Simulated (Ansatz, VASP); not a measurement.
## Pt3Cl in VASP and in Ansatz

The input INCAR:

```
SYSTEM = Pt3Cl
PREC = Accurate ; ENCUT = 600
EDIFF = 1E-7 ; ISMEAR = 0
SIGMA = 0.1 ; LREAL = .FALSE.
LASPH = .TRUE. ; NELM = 100
ALGO = Normal ; ISIF = 3
LWAVE = .FALSE. ; LCHARG = .FALSE.
GGA = PE ; IBRION = 2
NSW = 90 ; EDIFFG = -0.04
```

File KPOINTS:

```
Automatic mesh
0
G
  3 3 6
  0 0 0
```

The input POSCAR:

```
Pt3Cl
1.0
    6.7224172230      0.0000000000      0.0000000000
   -3.3612086115      5.8217840899      0.0000000000
    0.0000000000      0.0000000000      3.5841707329
Pt Cl
6 2
Direct
    0.8314011610      0.6628023221      0.2500000000
    0.1685988390      0.8314011610      0.7500000000
    0.3371976779      0.1685988390      0.2500000000
    0.1685988390      0.3371976779      0.7500000000
    0.8314011610      0.1685988390      0.2500000000
    0.6628023221      0.8314011610      0.7500000000
    0.3333333333      0.6666666667      0.2500000000
    0.6666666667      0.3333333333      0.7500000000
```

Input for Ansatz:

```yaml
crystal:
  lattice:
    - [6.722417223, 0.0, 0.0]
    - [-3.3612086115, 5.8217840899, 0.0]
    - [0.0, 0.0, 3.5841707329]
  atoms:
    - { symbol: Pt, position: [0.831401161, 0.6628023221, 0.25] }
    - { symbol: Pt, position: [0.168598839, 0.831401161, 0.75] }
    - { symbol: Pt, position: [0.3371976779, 0.168598839, 0.25] }
    - { symbol: Pt, position: [0.168598839, 0.3371976779, 0.75] }
    - { symbol: Pt, position: [0.831401161, 0.168598839, 0.25] }
    - { symbol: Pt, position: [0.6628023221, 0.831401161, 0.75] }
    - { symbol: Cl, position: [0.3333333333, 0.6666666667, 0.25] }
    - { symbol: Cl, position: [0.6666666667, 0.3333333333, 0.75] }
basis:
  ecutwfc: 420
kpoints:
  mp_grid: { grid: [3, 3, 6] }
hamiltonian:
  xc: pbe
scf:
  occupations: { method: gaussian, width: 0.1 }
  lower_state_search: "off"
output:
  forces: true
  stress: true
  eigenvalues: true
relax:
  adjacent_minimum: "off"
  f_tol: 0.04
  max_steps: 70
  cell: { stress_tol: 0.4 }
```

Alike in both runs: task relaxation of cell and atoms; functional PBE; k mesh 3 × 3 × 6; occupations gaussian, width 0.1 eV; no spin polarisation.

|  | VASP | Ansatz |
| --- | --- | --- |
| version | VASP 6.6.1 | Ansatz 0.2.0 |
| potentials or method | VASP PAW PBE potentials, release 64 (Pt, Cl), cutoff 600 eV | scalar-relativistic, plane waves, PAW |
| valence electrons in the cell | 74 | 122 |

|  | VASP | Ansatz | Ansatz less VASP |
| --- | --- | --- | --- |
| gap on the k mesh at the Fermi level, each at its own relaxed structure (eV) | none | none | - |
| relaxed volume (Å³/atom) | 17.55 | 17.59 | +0.034 |
| relaxed cell length with the largest relative difference (Å) | 3.637 | 3.642 | +0.0046 |

A gap of «none» marks a metal or a gap that the smearing closes. VASP's potentials hold 74 valence electrons a cell and Ansatz's 122, so a difference there can come from the potentials and not from the codes.

Spin-orbit coupling is off throughout.
